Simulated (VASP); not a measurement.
Wanted: the native input for a VASP 6.6.1 run.

```
Task                   : single point
Functional             : PBE
Potentials or basis    : VASP PAW PBE potentials, release 64 (Co, O)
Cutoff                 : 520 eV
k mesh                 : 10 × 10 × 10
Occupations            : fermi-dirac, width 0.05 eV
Spin                   : collinear spin, ferromagnetic start
Starting moments       : [0.5, 0.0] μB
Fixed moment           : 0.5 μB
Dipole correction      : no
Further INCAR settings : ALGO = Normal; EDIFF = 1e-06; NBANDS = 18
```

The structure of CoO lies in POSCAR:

```
CoO
1.0
   -1.5080004400      1.5080004400      2.1072503600
    1.5080004400     -1.5080004400      2.1072503600
    1.5080004400      1.5080004400     -2.1072503600
Co O
1 1
Direct
    0.0000000000      0.0000000000      0.0000000000
    0.5000000000      0.5000000000      0.0000000000
```

One way to write it, as run:

INCAR

```
SYSTEM = CoO
PREC = Accurate ; ENCUT = 520
EDIFF = 1E-6 ; ISMEAR = -1
SIGMA = 0.05 ; LREAL = .False.
LASPH = .True. ; NELM = 150
ALGO = Normal ; ISIF = 2
LWAVE = .False. ; LCHARG = .False.
ISPIN = 2 ; MAGMOM = 0.5 0
LORBIT = 11 ; NUPDOWN = 0.5
LMAXMIX = 4 ; GGA = PE
NBANDS = 18
```

KPOINTS

```
regular mesh
0
Gamma
  10 10 10
  0 0 0
```

Potentials or basis: VASP PAW PBE potentials, release 64 (Co, O).

The run is started by

```console
$ cat potpaw_PBE.64/Co/POTCAR potpaw_PBE.64/O/POTCAR > POTCAR
$ mpirun -np 1 vasp_std > vasp.out
```

Results of the run:

```
Pressure                                              : -17.1 GPa
Net moment                                            : 0.50 μB per cell
Site moments                                          : Co +0.52; O -0.03 μB
Valence electrons inside the program's atomic spheres : Co 7.92; O 4.92
```

Caveat: the total moment is fixed, so each spin has its own Fermi level; a cell with one magnetic atom can't hold antiferromagnetic order, which such compounds often take.

Wall time 87 s on 1 thread of Intel(R) Xeon(R) Platinum 8259CL CPU @ 2.50GHz (Skylake/Cascade Lake), with other jobs on the host, peak memory 0.19 GiB.
